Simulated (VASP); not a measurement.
# Sr4TmSi (R-3m) in VASP: further runs, part 3 of 3

VASP 6.6.1. Earlier steps stand in the parts before.

**5. Single point, PBE**

This run uses another cell than the first one, of 41.87 Å³/atom.

Contents of INCAR:

```
  ALGO = Normal
  EDIFF = 1E-6
  ENCUT = 500
  GGA = PE
  GGA_COMPAT = F
  ISIF = 2
  ISMEAR = 0
  LASPH = T
  LCHARG = F
  LMAXMIX = 6
  LREAL = F
  LWAVE = F
  NBANDS = 36
  NELM = 200
  PREC = Accurate
  SIGMA = 0.1
```

Contents of KPOINTS:

```
k-points
0
Gamma
  6 6 6
```

Contents of POSCAR:

```
Sr4TmSi
1.0
    2.8884797076      1.6676645367      8.6925303266
   -2.8884797076      1.6676645367      8.6925303266
    0.0000000000     -3.3353290735      8.6925303266
Sr Tm Si
4 1 1
Direct
    0.7050966703      0.7050966703      0.7050966703
    0.2949033297      0.2949033297      0.2949033297
    0.8818882855      0.8818882855      0.8818882855
    0.1181117145      0.1181117145      0.1181117145
    0.5000000000      0.5000000000      0.5000000000
    0.0000000000      0.0000000000      0.0000000000
```

Command:

```
cat potpaw_PBE.64/Sr_sv/POTCAR potpaw_PBE.64/Tm_3/POTCAR potpaw_PBE.64/Si/POTCAR > POTCAR
mpirun -np 1 vasp_std > vasp.out
```

Run time: 8.1 min. Hardware: 1 thread of Intel Xeon 6975P-C (Granite Rapids), shared host; peak memory 0.82 GiB.

The run converged. Its results:

```
Free energy            : -15.4418 eV
Pressure               : 0.0 GPa
Band gap on the k mesh : zero (an odd number of electrons rules out a gap without spin polarisation)
```

Forces in eV/Å, atoms in the order of the input:
```
Sr   0.000  0.000  0.002
Sr   0.000  0.000 -0.002
Sr   0.000  0.000  0.000
Sr   0.000  0.000  0.000
Tm   0.000  0.000  0.000
Si   0.000  0.000  0.000
```

Levels at points of the mesh, in eV from the Fermi level:
| k point | band 25 | band 26 | band 27 | band 28 | band 29 | band 30 |
| --- | --- | --- | --- | --- | --- | --- |
| (0.00, 0.00, 0.00) | -0.23 | -0.09 | -0.09 | 0.10 | 0.66 | 0.66 |
| (0.50, 0.00, 0.00) | -0.84 | -0.53 | -0.18 | 0.30 | 0.69 | 0.81 |
| (0.50, 0.50, 0.00) | -0.83 | -0.23 | -0.18 | 0.32 | 0.52 | 0.73 |
| (0.50, 0.50, 0.50) | -0.99 | 0.03 | 0.03 | 0.66 | 0.71 | 0.71 |

Caveat: spin-orbit coupling is left out, which moves the levels of the heavy elements; the 4f electrons are frozen in the core, so they carry no moment and show no levels. Spin polarisation is off, so any magnetic state and its effect on volume and gap are missing.

**6. Single point, PBE**

This run uses another cell than the first one, of 41.87 Å³/atom.

Contents of INCAR:

```
SYSTEM = Sr4TmSi
PREC     = Accurate       ! precision mode
ENCUT    = 500            ! plane-wave cutoff, eV
EDIFF    = 1E-6           ! SCF threshold, eV
ISMEAR   = 0              ! smearing method
SIGMA    = 0.1            ! smearing width, eV
LREAL    = .False.        ! projectors in reciprocal space
LASPH    = .True.         ! aspherical terms in the spheres
NELM     = 200            ! most SCF steps
ALGO     = Normal         ! electronic algorithm
ISIF     = 2              ! what is computed and relaxed
LWAVE    = .False.        ! write WAVECAR
LCHARG   = .True.         ! write CHGCAR
GGA      = PE             ! functional
LELF     = .True.         ! ELF
LVHAR    = .True.       
NBANDS   = 36             ! bands
GGA_COMPAT= .False.      
LMAXMIX  = 6              ! l up to which the mixer works
```

Contents of KPOINTS:

```
Automatic mesh
0
Gamma
  6 6 6
  0 0 0
```

Contents of POSCAR:

```
Sr4TmSi
1.0
    2.8887699352      1.6678320997      8.6902862466
   -2.8887699352      1.6678320997      8.6902862466
    0.0000000000     -3.3356641995      8.6902862466
Sr Tm Si
4 1 1
Direct
    0.7050923268      0.7050923268      0.7050923268
    0.2949076732      0.2949076732      0.2949076732
    0.8818616430      0.8818616430      0.8818616430
    0.1181383570      0.1181383570      0.1181383570
    0.5000000000      0.5000000000      0.5000000000
    0.0000000000      0.0000000000      0.0000000000
```

Potentials or basis: VASP PAW PBE potentials, release 64 (Sr_sv, Tm_3, Si), 4f in core.

Command:

```
cat potpaw_PBE.64/Sr_sv/POTCAR potpaw_PBE.64/Tm_3/POTCAR potpaw_PBE.64/Si/POTCAR > POTCAR
mpirun -np 1 vasp_std > vasp.out
```

It took 7.8 min on 1 thread of Intel Xeon 6975P-C (Granite Rapids), shared host; peak memory 0.81 GiB.

It converged, with:

| Property | Result |
| --- | --- |
| Free energy | -15.4418 eV |
| Pressure | 0.0 GPa |
| Band gap on the k mesh | zero (an odd number of electrons rules out a gap without spin polarisation) |

Forces in eV/Å, atoms in the order of the input:
```
Sr   0.000  0.000  0.003
Sr   0.000  0.000 -0.003
Sr   0.000  0.000  0.001
Sr   0.000  0.000 -0.001
Tm   0.000  0.000  0.000
Si   0.000  0.000  0.000
```

Levels at points of the mesh, in eV from the Fermi level:
| k point | band 25 | band 26 | band 27 | band 28 | band 29 | band 30 |
| --- | --- | --- | --- | --- | --- | --- |
| (0.00, 0.00, 0.00) | -0.23 | -0.09 | -0.09 | 0.10 | 0.66 | 0.66 |
| (0.50, 0.00, 0.00) | -0.84 | -0.53 | -0.18 | 0.30 | 0.69 | 0.81 |
| (0.50, 0.50, 0.00) | -0.83 | -0.23 | -0.18 | 0.32 | 0.52 | 0.73 |
| (0.50, 0.50, 0.50) | -0.99 | 0.03 | 0.03 | 0.66 | 0.71 | 0.71 |

Caveat: spin-orbit coupling is left out, which moves the levels of the heavy elements; the 4f electrons are frozen in the core, so they carry no moment and show no levels. Spin polarisation is off, so any magnetic state and its effect on volume and gap are missing.

**7. Overview**

| cell | gap on the mesh (eV) | pressure (GPa) |
| --- | --- | --- |
| a = 9.218 Å, angles 36.1°, 6 atoms, atomic positions A | none | 0.7 |
| a = 9.087 Å, angles 37.7°, 6 atoms, atomic positions B | none | 0.0 |
| a = 9.308 Å, angles 36.2°, 6 atoms, atomic positions C | none | 0.0 |
| a = 9.310 Å, angles 36.1°, 6 atoms, atomic positions D | none | 0.0 |

Alike in all rows: task single point; level PBE; potentials or basis VASP PAW PBE potentials, release 64 (Sr_sv, Tm_3, Si), 4f in core; no spin polarisation; k mesh 6 × 6 × 6; cutoff (eV) 500; smearing gaussian 0.1 eV.

Caveats: spin-orbit coupling is left out, which moves the levels of the heavy elements; the 4f electrons are frozen in the core, so they carry no moment and show no levels.

Absolute energies hang on the potentials; compare differences alone.
